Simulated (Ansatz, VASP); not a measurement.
## HfC in VASP and in Ansatz

File INCAR:

```
  PREC = Accurate
  ENCUT = 520
  EDIFF = 1E-6
  ISMEAR = 0
  SIGMA = 0.028000000000000004
  LREAL = False
  LASPH = True
  NELM = 100
  ALGO = Normal
  ISIF = 2
  LWAVE = False
  LCHARG = True
  GGA = PE
  LELF = True
  LVHAR = True
  NBANDS = 14
```

KPOINTS

```
regular mesh
0
Gamma
  10 10 10
```

Contents of POSCAR:

```
HfC
1.0
    0.0000000000      2.3250000000      2.3250000000
    2.3250000000      0.0000000000      2.3250000000
    2.3250000000      2.3250000000      0.0000000000
Hf C
1 1
Direct
    0.5000000000      0.5000000000      0.5000000000
    0.0000000000      0.0000000000      0.0000000000
```

Contents of input.yaml:

```yaml
crystal:
  lattice:
    - [0.0, 2.325, 2.325]
    - [2.325, 0.0, 2.325]
    - [2.325, 2.325, 0.0]
  atoms:
    - { symbol: Hf, position: [0.5, 0.5, 0.5] }
    - { symbol: C, position: [0.0, 0.0, 0.0] }
hamiltonian:
  xc: pbe
  pseudopotentials: { kind: paw }
kpoints:
  mp_grid: { grid: [10, 10, 10] }
scf:
  occupations: { method: gaussian, width: 0.028 }
output:
  forces: true
  stress: true
  eigenvalues: true
```

Alike in both runs: task single point; functional PBE; k mesh 10 × 10 × 10; occupations gaussian, width 0.028 eV; no spin polarisation.

|  | VASP | Ansatz |
| --- | --- | --- |
| version | VASP 6.6.1 | Ansatz 0.2.0 |
| potentials or method | VASP PAW PBE potentials, release 64 (Hf_pv, C) | Ansatz PAW |
| plane-wave cutoff (eV) | 520 | 420 |
| valence electrons in the cell | 14 | 30 |

```csv
,VASP,Ansatz,Ansatz less VASP
gap on the k mesh at the Fermi level (eV),none,none,-
pressure (GPa),-0.5,0.2,+0.66
```

A gap of «none» marks a metal or a gap that the smearing closes. VASP's potentials hold 14 valence electrons a cell and Ansatz's 30, so a difference there can come from the potentials and not from the codes.

Neither program's run includes spin-orbit coupling.
